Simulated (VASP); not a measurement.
Set up this calculation in VASP 6.6.1, as the native input.

| Property | Result |
| --- | --- |
| Task | single point |
| Functional | r2SCAN |
| Potentials or basis | VASP PAW PBE potentials, release 64 (Li_sv, F) |
| Cutoff | 520 eV |
| k mesh | 10 × 10 × 10 |
| Occupations | gaussian, width 0.02 eV |
| Spin | no spin polarisation |
| Dipole correction | no |
| Further INCAR settings | ALGO = Normal; EDIFF = 1e-06; NBANDS = 12 |

LiF:

```
Li F
1.0
     0.00000    2.03430    2.03430
     2.03430    0.00000    2.03430
     2.03430    2.03430    0.00000
Li F
1 1
Direct
  0.50000 0.50000 0.50000
  0.00000 0.00000 0.00000
```

One way to write it, as run:

POSCAR

```
LiF
1.0
    0.0000000000      2.0343030395      2.0343030395
    2.0343030395      0.0000000000      2.0343030395
    2.0343030395      2.0343030395      0.0000000000
Li F
1 1
Direct
    0.5000000000      0.5000000000      0.5000000000
    0.0000000000      0.0000000000      0.0000000000
```

INCAR.step1

```
SYSTEM = LiF
ALGO = Normal
EDIFF = 1E-4
ENCUT = 520
GGA = PE
ISMEAR = 0
LASPH = .True.
LCHARG = .False.
LREAL = .False.
LWAVE = .True.
NBANDS = 12
NELM = 60
PREC = Accurate
SIGMA = 0.02
```

INCAR.step2

```
SYSTEM = LiF
ALGO = Normal
EDIFF = 1E-6
ENCUT = 520
ISIF = 2
ISMEAR = 0
ISTART = 1
LASPH = .True.
LCHARG = .True.
LELF = .True.
LMIXTAU = .True.
LREAL = .False.
LVHAR = .True.
LWAVE = .False.
METAGGA = R2SCAN
NBANDS = 12
NELM = 60
PREC = Accurate
SIGMA = 0.02
```

KPOINTS

```
k-points
0
Gamma
  10 10 10
  0 0 0
```

Potentials or basis: VASP PAW PBE potentials, release 64 (Li_sv, F).

Run with:

```bash
$ cat potpaw_PBE.64/Li_sv/POTCAR potpaw_PBE.64/F/POTCAR > POTCAR
$ cp INCAR.step1 INCAR
$ mpirun -np 1 vasp_std > vasp.out
$ cp INCAR.step2 INCAR
$ mpirun -np 1 vasp_std > vasp.out
```

Results of the run:

The band gap on the k mesh is 9.97 eV, direct.

It took 28 s on 1 thread of Intel(R) Xeon(R) Platinum 8259CL CPU @ 2.50GHz (Skylake/Cascade Lake) (shared host), peak memory 0.13 GiB.
